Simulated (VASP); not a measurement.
Set up this calculation in VASP 6.6.1, as the native input.

```yaml
Task: single point
Functional: PBEsol
Potentials_or_basis: VASP PAW PBE potentials, release 64 (W_sv, Se)
Cutoff: 520 eV
k_mesh: 12 × 12 × 2
Occupations: gaussian, width 0.02 eV
Spin: no spin polarisation
Dipole_correction: no
Further_INCAR_settings: ALGO = Normal; EDIFF = 1e-06; NBANDS = 20
```

The structure of WSe2 lies in POSCAR:

```
WSe2
1.0
    3.2701296125      0.0000000000      0.0000000000
   -1.6350648063      2.8320153181      0.0000000000
    0.0000000000      0.0000000000     16.3279926312
W Se
1 2
Direct
    0.0000000001     -0.0000000001      0.0000000000
    0.3333333333      0.6666666667      0.1024492859
    0.3333333333      0.6666666667      0.8975507141
```

This cell differs from its parent crystal: uniaxial strain along c: -2.0 %, then relaxed in part.

One way to write it, as run:

INCAR

```
SYSTEM = WSe2
PREC = Accurate ; ENCUT = 520
EDIFF = 1E-6 ; ISMEAR = 0
SIGMA = 0.02 ; LREAL = .FALSE.
LASPH = .TRUE. ; NELM = 60
ALGO = Normal ; ISIF = 2
LWAVE = .FALSE. ; LCHARG = .FALSE.
GGA = PS ; NBANDS = 20
```

KPOINTS

```
Automatic mesh
0
G
  12 12 2
  0 0 0
```

Potentials or basis: VASP PAW PBE potentials, release 64 (W_sv, Se).

Run with:

```bash
$ cat potpaw_PBE.64/W_sv/POTCAR potpaw_PBE.64/Se/POTCAR > POTCAR
$ mpirun -np 1 vasp_std > vasp.out
```

Results of the run:

```json
{"Largest force": "0.061 eV/Å", "Band gap on the k mesh": "1.69 eV"}
```

Caveat: the cell differs from its parent crystal (uniaxial strain along c: -2.0 %, then relaxed in part); the PAW data sets were made with another functional, which shifts forces and pressure a little; spin-orbit coupling is left out, which moves the levels of the heavy elements.

Run time: 54 s on 1 thread of Intel(R) Xeon(R) 6975P-C (Granite Rapids), on a shared host, peak memory 0.31 GiB.
